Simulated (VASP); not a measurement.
NaH: dielectric tensor with r2SCAN

The system is NaH.

```
Na H
1.0
     0.00000    2.59692    2.59692
     2.59692    0.00000    2.59692
     2.59692    2.59692    0.00000
Na H
1 1
Direct
  0.00000 0.00000 0.00000
  0.25000 0.25000 0.25000
```

```json
{
  "Program": "VASP 6.6.1",
  "Task": "dielectric tensor",
  "Functional": "r2SCAN",
  "Potentials or basis": "VASP PAW PBE potentials, release 64 (Na_pv, H)",
  "Cutoff": "520 eV",
  "k mesh": "8 × 8 × 8",
  "Occupations": "gaussian, width 0.01 eV",
  "Spin": "no spin polarisation",
  "Dipole correction": "no",
  "Further INCAR settings": "ALGO = Normal; EDIFF = 1e-08"
}
```

- Band gap on the k mesh: 4.05 eV, indirect (least direct gap 4.74 eV)
- Electronic dielectric tensor (diagonal): 2.56
- Born charges (mean of the diagonal): Na +0.91; H -0.91 e

Levels at points of the mesh, in eV from the valence-band top:
| k point | band 1 | band 2 | band 3 | band 4 | band 5 | band 6 | band 7 | band 8 |
| --- | --- | --- | --- | --- | --- | --- | --- | --- |
| (0.00, 0.00, 0.00) | -22.78 | -22.78 | -22.78 | -2.80 | 8.85 | 13.81 | 13.81 | 13.81 |
| (0.50, 0.00, 0.00) | -22.82 | -22.79 | -22.78 | -0.69 | 4.05 | 11.54 | 13.14 | 13.14 |
| (0.50, 0.50, 0.00) | -22.82 | -22.80 | -22.79 | -0.08 | 5.55 | 7.90 | 10.37 | 10.37 |

Electronic dielectric tensor:
```
2.56 0.00 0.00
0.00 2.56 0.00
0.00 0.00 2.56
```

Born effective charge tensors (e):
atom 1, Na
```
0.91 0.00 0.00
0.00 0.91 0.00
0.00 0.00 0.91
```
atom 2, H
```
-0.91  0.00  0.00
 0.00 -0.91  0.00
 0.00  0.00 -0.91
```

Dipole moments of the cell (e·Å, modulo the quantum): ionic 1.298, 1.298, 1.298; electronic -2.598, -2.598, -2.595

Run time: 39 min on 1 thread of Intel(R) Xeon(R) Platinum 8259CL CPU @ 2.50GHz (Skylake/Cascade Lake), on a shared host, peak memory 0.32 GiB.

 A k mesh can miss the band edges.
